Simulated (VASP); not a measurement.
# CuAu (P4/mmm) in VASP: settings compared

The runs below take CuAu through relaxation of cell and atoms, single point, with r2SCAN, PBEsol.

Everything below comes from runs of VASP 6.6.1. Logs are shortened: lines on timing, memory, paths and dates and some standing lists are left out, and cuts for length are marked.

## (1) The cell of the first run

The structure is tetragonal, space group P4/mmm (No. 123). The conventional cell has a = 2.811 Å, b = 2.811 Å, c = 3.685 Å, α = 90.00°, β = 90.00°, γ = 90.00°. Au (site symmetry 4/mmm) has 8 Cu at 2.71 Å and 4 Au at 2.81 Å within 3.6 Å. Within 3.6 Å of Cu (site symmetry 4/mmm) lie 8 Au at 2.71 Å and 4 Cu at 2.81 Å.

## (2) Relaxation of cell and atoms, r2SCAN, target pressure 5 GPa, at which the enthalpy is minimised

The input, POSCAR:

```
CuAu
1.0
    2.8107494552      0.0000000000      0.0000000000
    0.0000000000      2.8107494552      0.0000000000
    0.0000000000      0.0000000000      3.6850000000
Au Cu
1 1
Direct
    0.0000000000      0.0000000000      0.0000000000
    0.5000000000      0.5000000000      0.5000000000
```

The input, INCAR.step1:

```
ALGO = Normal
EDIFF = 1E-4
ENCUT = 600
GGA = PE
ISMEAR = -1
LASPH = T
LCHARG = F
LREAL = F
LWAVE = T
NELM = 100
PREC = Accurate
SIGMA = 0.05
```

The input, INCAR.step2:

```
ALGO = Normal
EDIFF = 1E-6
EDIFFG = -0.01
ENCUT = 600
IBRION = 2
ISIF = 3
ISMEAR = -1
ISTART = 1
LASPH = T
LCHARG = F
LMIXTAU = T
LREAL = F
LWAVE = F
METAGGA = R2SCAN
NELM = 100
NSW = 60
PREC = Accurate
PSTRESS = 50.0
SIGMA = 0.05
```

The input, KPOINTS:

```
k-points
0
Gamma
  9 9 7
```

Potentials or basis: VASP PAW PBE potentials, release 64 (Au, Cu).

Run with:

```console
cat potpaw_PBE.64/Au/POTCAR potpaw_PBE.64/Cu/POTCAR > POTCAR
cp INCAR.step1 INCAR
mpirun -np 1 vasp_std > vasp.out
cp INCAR.step2 INCAR
mpirun -np 1 vasp_std > vasp.out
```

OUTCAR:

```text
EDIFF = 1E-6
   EDIFFG = -0.01
   ENCUT = 600
   IBRION = 2
   ISIF = 3
   ISMEAR = -1
   ISTART = 1
   LASPH = T
   LREAL = F
   METAGGA = R2SCAN
   NELM = 100
   NSW = 60
   PREC = Accurate
   PSTRESS = 50.0

 ion  position               nearest neighbor table
   1  0.000  0.000  0.000-   2 2.71   2 2.71   2 2.71   2 2.71   2 2.71   2 2.71   2 2.71   2 2.71

   2  0.500  0.500  0.500-   1 2.71   1 2.71   1 2.71   1 2.71   1 2.71   1 2.71   1 2.71   1 2.71

  LATTYP: Found a simple tetragonal cell.
 ALAT       =     2.8107494552
 C/A-ratio  =     1.3110382333

  Lattice vectors:

 A1 = (   2.8107494552,   0.0000000000,   0.0000000000)
 A2 = (   0.0000000000,   2.8107494552,   0.0000000000)
 A3 = (   0.0000000000,   0.0000000000,   3.6850000000)

Analysis of symmetry for initial positions (statically):
=====================================================================
 Subroutine PRICEL returns:
 Original cell was already a primitive cell.

 Routine SETGRP: Setting up the symmetry group for a
 simple tetragonal supercell.

 Subroutine GETGRP returns: Found 16 space group operations
 (whereof 16 operations were pure point group operations)
 out of a pool of 16 trial point group operations.

The static configuration has the point symmetry D_4h.

Analysis of symmetry for dynamics (positions and initial velocities):
=====================================================================
 Subroutine PRICEL returns:
 Original cell was already a primitive cell.

 Routine SETGRP: Setting up the symmetry group for a
 simple tetragonal supercell.

 Subroutine GETGRP returns: Found 16 space group operations
 (whereof 16 operations were pure point group operations)
 out of a pool of 16 trial point group operations.

The dynamic configuration has the point symmetry D_4h.

 Subroutine INISYM returns: Found 16 space group operations
 (whereof 16 operations are pure point group operations),
 and found     1 'primitive' translations

----------------------------------------------------------------------------------------

                                     Primitive cell

  volume of cell :      29.1127

  direct lattice vectors                    reciprocal lattice vectors
     2.810749455  0.000000000  0.000000000     0.355776997  0.000000000  0.000000000
     0.000000000  2.810749455  0.000000000     0.000000000  0.355776997  0.000000000
     0.000000000  0.000000000  3.685000000     0.000000000  0.000000000  0.271370421

  length of vectors
     2.810749455  2.810749455  3.685000000     0.355776997  0.355776997  0.271370421

  position of ions in fractional coordinates (direct lattice)
     0.000000000  0.000000000  0.000000000
     0.500000000  0.500000000  0.500000000

  ion indices of the primitive-cell ions
   primitive index   ion index
                 1           1
                 2           2

----------------------------------------------------------------------------------------

 KPOINTS: k-points

Automatic generation of k-mesh.
 Grid dimensions read from file:
 generate k-points for:    9    9    7

 Generating k-lattice:

  Cartesian coordinates                     Fractional coordinates (reciprocal lattice)
     0.039530777  0.000000000  0.000000000     0.111111111  0.000000000  0.000000000
     0.000000000  0.039530777  0.000000000     0.000000000  0.111111111  0.000000000
     0.000000000  0.000000000  0.038767203     0.000000000  0.000000000  0.142857143

  Length of vectors
     0.039530777  0.039530777  0.038767203

  Shift w.r.t. Gamma in fractional coordinates (k-lattice)
     0.000000000  0.000000000  0.000000000

 Subroutine IBZKPT returns following result:
 ===========================================

 Found     60 irreducible k-points:

 Following reciprocal coordinates:
            Coordinates               Weight
  0.000000  0.000000  0.000000      1.000000
  0.111111  0.000000  0.000000      4.000000
  0.222222  0.000000  0.000000      4.000000
  0.333333  0.000000  0.000000      4.000000
  0.444444  0.000000  0.000000      4.000000
  0.111111  0.111111  0.000000      4.000000
[... 16 lines left out ...]
  0.333333  0.111111  0.142857     16.000000
  0.444444  0.111111  0.142857     16.000000
 [... further k-points ...]
   k-points           NKPTS =     60   k-points in BZ     NKDIM =     60   number of bands    NBANDS=     15
   number of dos      NEDOS =    301   number of ions     NIONS =      2
   total plane-waves  NPLWV =  17280
   dimension x,y,z NGX =    24 NGY =   24 NGZ =   30
   dimension x,y,z NGXF=    48 NGYF=   48 NGZF=   60
   ions per type =               1   1
   NGX,Y,Z   is equivalent  to a cutoff of  14.20, 14.20, 13.53 a.u.
   NGXF,Y,Z  is equivalent  to a cutoff of  28.39, 28.39, 27.07 a.u.
 SYSTEM =  unknown system
   PREC   = accura    normal or accurate (medium, high low for compatibility)
   ISTART =      1    job   : 0-new  1-cont  2-samecut
   ICHARG =      0    charge: 1-file 2-atom 10-const
[... 41 lines left out ...]
 maximum number of plane-waves:       991
 NGX is ok and might be reduce to    24
   NGX = 11   NGY = 11   NGZ = 15

--------------------------------------- Ionic step        1  -------------------------------------------

 number of electron      22.0000014 magnetization

 Free energy of the ion-electron system (eV)
  ---------------------------------------------------
  ext. energy  EPLUGINS =         0.00000000
  ---------------------------------------------------
  free energy    TOTEN  =       -61.55831090 eV

  energy without entropy =      -61.55443584  energy(sigma->0) =      -61.55637337

------------------------ aborting loop because EDIFF is reached ----------------------------------------

  FORCE on cell =-STRESS in cart. coord.  units (eV):
  Direction    XX          YY          ZZ          XY          YZ          ZX
  --------------------------------------------------------------------------------------
  -------------------------------------------------------------------------------------
  Total        0.0049503      0.0049503     -0.1148522      0.0000000      0.0000000     -0.0000000
  in kB        0.2724322      0.2724322     -6.3207424      0.0000000      0.0000000     -0.0000000
  external PRESSURE =     -51.9252926 kB  Pullay stress =      50.0000000 kB

 VOLUME and BASIS-vectors are now :
 -----------------------------------------------------------------------------
  energy-cutoff  :      600.00
  volume of cell :       29.11
      direct lattice vectors                 reciprocal lattice vectors
     2.810749455  0.000000000  0.000000000     0.355776997  0.000000000  0.000000000
     0.000000000  2.810749455  0.000000000     0.000000000  0.355776997  0.000000000
     0.000000000  0.000000000  3.685000000     0.000000000  0.000000000  0.271370421
[... 160 lines left out ...]
  FREE ENERGIE OF THE ION-ELECTRON SYSTEM (eV)
  ---------------------------------------------------
  free  energy   TOTEN  =       -61.5457781747 eV

  energy  without entropy=      -61.5422377570  energy(sigma->0) =      -61.54400797

  enthalpy is  TOTEN    =       -60.6633304156 eV   P V=        0.8824477591

--------------------------------------- Ionic step        6  -------------------------------------------

 number of electron      22.0000002 magnetization

 Free energy of the ion-electron system (eV)
  ---------------------------------------------------
  ext. energy  EPLUGINS =         0.00000000
  ---------------------------------------------------
  free energy    TOTEN  =       -61.54570277 eV

  energy without entropy =      -61.54221647  energy(sigma->0) =      -61.54395962

 E-fermi :   9.0525     XC(G=0): -13.8118

 val. band max:        9.0368994758   @ k =   0.1111   0.1111   0.2857
 cond. band min:       9.0648642579   @ k =   0.3333   0.1111   0.4286
 fundamental gap:      0.0279647822
 Fermi energy:         9.0524574353

 k-point     1 :       0.0000    0.0000    0.0000
  band No.  band energies     occupation
      1      -1.3190      2.00000
      2       1.8863      2.00000
      3       2.0737      2.00000
      4       4.6052      2.00000
      5       4.6052      2.00000
      6       5.6929      2.00000
      7       6.0066      2.00000
      8       6.7118      2.00000
      9       7.1775      2.00000
     10       7.4327      2.00000
     11       7.4327      2.00000
     12      11.4610      0.00000
     13      18.0383      0.00000
     14      19.5186      0.00000
     15      19.5186      0.00000
[... 397 lines left out ...]
 k-point    24 :       0.4444    0.1111    0.1429
  band No.  band energies     occupation
      1       2.0864      2.00000
      2       2.6429      2.00000
      3       3.3923      2.00000
      4       3.7486      2.00000
      5       4.6198      2.00000
      6       5.2979      2.00000
      7       6.1053      2.00000
      8       6.1699      2.00000
      9       6.8360      2.00000
     10       6.9940      2.00000
     11       7.7321      2.00000
     12       9.6750      0.00001
     13      16.1178      0.00000
     14      18.4820      0.00000
     15      22.6591      0.00000

 [... further k-points ...]
[... 5 lines left out ...]
  --------------------------------------------------------------------------------------
  -------------------------------------------------------------------------------------
  Total        0.8933880      0.8933880      0.8915728      0.0000000      0.0000000     -0.0000000
  in kB       50.6466946     50.6466946     50.5437888      0.0000000      0.0000000     -0.0000000
  external PRESSURE =       0.6123927 kB  Pullay stress =      50.0000000 kB

 VOLUME and BASIS-vectors are now :
 -----------------------------------------------------------------------------
  energy-cutoff  :      600.00
  volume of cell :       28.26
      direct lattice vectors                 reciprocal lattice vectors
     2.796526709  0.000000000 -0.000000000     0.357586429  0.000000000  0.000000000
     0.000000000  2.796526709  0.000000000     0.000000000  0.357586429  0.000000000
    -0.000000000 -0.000000000  3.613779648     0.000000000  0.000000000  0.276718588

 POSITION                                       TOTAL-FORCE (eV/Angst)
 -----------------------------------------------------------------------------------
      0.00000      0.00000     -0.00000        -0.000000     -0.000000      0.000000
      1.39826      1.39826      1.80689         0.000000      0.000000      0.000000
 -----------------------------------------------------------------------------------
    total drift:                                0.000000      0.000000     -0.000000

  FREE ENERGIE OF THE ION-ELECTRON SYSTEM (eV)
  ---------------------------------------------------
  free  energy   TOTEN  =       -61.5457027679 eV

  energy  without entropy=      -61.5422164743  energy(sigma->0) =      -61.54395962

  enthalpy is  TOTEN    =       -60.6637221674 eV   P V=        0.8819806005

 reached required accuracy - stopping structural energy minimisation
```

It took 5.3 min on 1 thread of Intel Xeon 6975P-C (Granite Rapids), shared host; peak memory 0.19 GiB.

What came out:

```
Free energy                                            : -61.5457 eV
Relaxed volume                                         : 14.13 Å³/atom
Relaxed cell                                           : a = 2.797 Å, b = 2.797 Å, c = 3.614 Å, α = 90.00°, β = 90.00°, γ = 90.00°
Space group after relaxing (to 0.05 Å)                 : P4/mmm (No. 123)
Energy change on relaxing (the enthalpy is what falls) : +6.3 meV/atom
Ionic steps                                            : 6
Pressure after relaxing                                : 5.1 GPa
Band gap on the k mesh                                 : zero (band 11 reaches 12.70 eV, above the bottom of band 12 at 6.88 eV)
```

The path:
```tsv
step	energy change (eV)	largest force (eV/Å)	pressure (GPa)	volume (Å³)
1	0.0000	0.0000	-0.19	29.11
2	0.0756	0.0000	13.15	27.17
3	0.0118	0.0000	4.81	28.32
4	0.0128	0.0000	5.06	28.28
5	0.0125	0.0000	5.05	28.28
6	0.0126	0.0000	5.06	28.26
```

Final structure:
```xyz
2
Lattice="2.7965 0.0000 0.0000 0.0000 2.7965 0.0000 0.0000 0.0000 3.6138" Properties=species:S:1:pos:R:3 pbc="T T T"
Au    0.0000    0.0000    0.0000
Cu    1.3983    1.3983    1.8069
```

Caveat: the cell is relaxed towards a set pressure, so the enthalpy falls and the energy may rise; the PAW data sets were made with another functional, which shifts forces and pressure a little; spin-orbit coupling is left out, which moves the levels of the heavy elements.

## (3) Relaxation of cell and atoms, r2SCAN, target pressure 10 GPa, at which the enthalpy is minimised

POSCAR is that of step 2.

The input, INCAR.step1:

```
PREC     = Accurate       # precision mode
ENCUT    = 600            # plane-wave cutoff, eV
ISMEAR   = -1             # smearing method
SIGMA    = 0.05           # smearing width, eV
LREAL    = F              # projectors in reciprocal space
LASPH    = T              # aspherical terms in the spheres
NELM     = 100            # most SCF steps
GGA      = PE             # functional
ALGO     = Normal         # electronic algorithm
EDIFF    = 1E-4           # SCF threshold, eV
LWAVE    = T              # write WAVECAR
LCHARG   = F              # write CHGCAR
```

The input, INCAR.step2:

```
PREC     = Accurate       # precision mode
ENCUT    = 600            # plane-wave cutoff, eV
EDIFF    = 1E-6           # SCF threshold, eV
ISMEAR   = -1             # smearing method
SIGMA    = 0.05           # smearing width, eV
LREAL    = F              # projectors in reciprocal space
LASPH    = T              # aspherical terms in the spheres
NELM     = 100            # most SCF steps
ALGO     = Normal         # electronic algorithm
ISIF     = 3              # what is computed and relaxed
LWAVE    = F              # write WAVECAR
LCHARG   = F              # write CHGCAR
METAGGA  = R2SCAN         # meta-GGA
LMIXTAU  = T            
IBRION   = 2              # ionic algorithm
NSW      = 60             # ionic steps
EDIFFG   = -0.01          # ionic threshold
PSTRESS  = 100.0        
ISTART   = 1
```

The input, KPOINTS:

```
regular mesh
0
Gamma
  9 9 7
```

Potentials or basis: VASP PAW PBE potentials, release 64 (Au, Cu).

Run with:

```console
cat potpaw_PBE.64/Au/POTCAR potpaw_PBE.64/Cu/POTCAR > POTCAR
cp INCAR.step1 INCAR
mpirun -np 1 vasp_std > vasp.out
cp INCAR.step2 INCAR
mpirun -np 1 vasp_std > vasp.out
```

Wall time 8.7 min (1 thread of Intel Xeon 6975P-C (Granite Rapids), shared host); peak memory 0.18 GiB.

It converged, with:

- Free energy: -61.5135 eV
- Relaxed volume: 13.79 Å³/atom
- Relaxed cell: a = 2.778 Å, b = 2.778 Å, c = 3.573 Å, α = 90.00°, β = 90.00°, γ = 90.00°
- Space group after relaxing (to 0.05 Å): P4/mmm (No. 123)
- Energy change on relaxing (the enthalpy is what falls): +22.4 meV/atom
- Ionic steps: 10
- Pressure after relaxing: 10.0 GPa
- Band gap on the k mesh: zero (band 11 reaches 13.16 eV, above the bottom of band 12 at 7.21 eV)

Step by step:
```
step  energy change (eV)  largest force (eV/Å)  pressure (GPa)  volume (Å³)
   1              0.0000                0.0000           -0.19        29.11
   2              0.3218                0.0000           31.34        25.38
   3              0.0414                0.0000            9.50        27.65
   4              0.0451                0.0000           10.00        27.59
   5              0.0469                0.0000           10.23        27.56
   6              0.0467                0.0000           10.25        27.55
   7              0.0485                0.0000           10.35        27.52
   8              0.0475                0.0000           10.31        27.53
   9              0.0395                0.0000            9.27        27.66
  10              0.0448                0.0000            9.96        27.57
```

Final structure:
```xyz
2
Lattice="2.7779 0.0000 0.0000 0.0000 2.7779 0.0000 0.0000 0.0000 3.5732" Properties=species:S:1:pos:R:3 pbc="T T T"
Au    0.0000    0.0000    3.5732
Cu    1.3889    1.3889    1.7866
```

Levels at points of the mesh, in eV from the Fermi level:
```tsv
k point	band 7	band 8	band 9	band 10	band 11	band 12	band 13	band 14	band 15
(0.00, 0.00, 0.00)	-3.14	-2.41	-1.92	-1.66	-1.66	2.44	9.31	10.49	10.49
```

Caveat: the cell is relaxed towards a set pressure, so the enthalpy falls and the energy may rise; the PAW data sets were made with another functional, which shifts forces and pressure a little; spin-orbit coupling is left out, which moves the levels of the heavy elements.

## (4) Single point, PBEsol (volume scaled by 1.02)

The input, INCAR:

```
SYSTEM = CuAu
PREC = Accurate
ENCUT = 520
EDIFF = 1E-7
ISMEAR = -1
SIGMA = 0.05
LREAL = .False.
LASPH = .True.
NELM = 100
ALGO = Normal
ISIF = 2
LWAVE = .False.
LCHARG = .False.
GGA = PS
NBANDS = 18
```

The input, KPOINTS:

```
regular mesh
0
Gamma
  9 9 7
  0 0 0
```

The input, POSCAR:

```
CuAu
1.0
    2.8293642325      0.0000000000      0.0000000000
    0.0000000000      2.8293642325      0.0000000000
    0.0000000000      0.0000000000      3.7094046847
Au Cu
1 1
Direct
    0.0000000000      0.0000000000      0.0000000000
    0.5000000000      0.5000000000      0.5000000000
```

Run with:

```console
cat potpaw_PBE.64/Au/POTCAR potpaw_PBE.64/Cu/POTCAR > POTCAR
mpirun -np 1 vasp_std > vasp.out
```

It took 26 s on 1 thread of Intel Xeon Platinum 8375C at 2.90GHz (Ice Lake), shared host; peak memory 0.17 GiB.

The run converged. Its results:

```yaml
Free_energy: -8.3465 eV
Pressure: -6.7 GPa
Band_gap_on_the_k_mesh: zero (band 11 reaches 11.62 eV, above the bottom of band 12 at 6.34 eV)
```

Levels at points of the mesh, in eV from the Fermi level:
```tsv
k point	band 8	band 9	band 10	band 11	band 12	band 13	band 14	band 15
(0.00, 0.00, 0.00)	-2.04	-1.61	-1.40	-1.40	2.12	7.87	9.94	9.94
```

Caveat: the cell differs from its parent crystal (volume scaled by 1.02); the PAW data sets were made with another functional, which shifts forces and pressure a little; spin-orbit coupling is left out, which moves the levels of the heavy elements.

## (5) Overview

| task | level | cell | cutoff (eV) | gap on the mesh (eV) | pressure (GPa) |
| --- | --- | --- | --- | --- | --- |
| relaxation of cell and atoms | r2SCAN | relaxed to 5 GPa from a = 2.811, b = 2.811, c = 3.685 Å, 2 atoms | 600 | none | 5.1 |
| relaxation of cell and atoms | r2SCAN | relaxed to 10 GPa from a = 2.811, b = 2.811, c = 3.685 Å, 2 atoms | 600 | none | 10.0 |
| single point | PBEsol | a = 2.829, b = 2.829, c = 3.709 Å, 2 atoms | 520 | none | -6.7 |

Alike in all rows: potentials or basis VASP PAW PBE potentials, release 64 (Au, Cu); no spin polarisation; k mesh 9 × 9 × 7; smearing fermi-dirac 0.05 eV.

Caveats: the PAW data sets were made with another functional, which shifts forces and pressure a little; spin-orbit coupling is left out, which moves the levels of the heavy elements; the cell is relaxed towards a set pressure, so the enthalpy falls and the energy may rise (some runs).

Absolute energies hang on the potentials; compare differences alone.
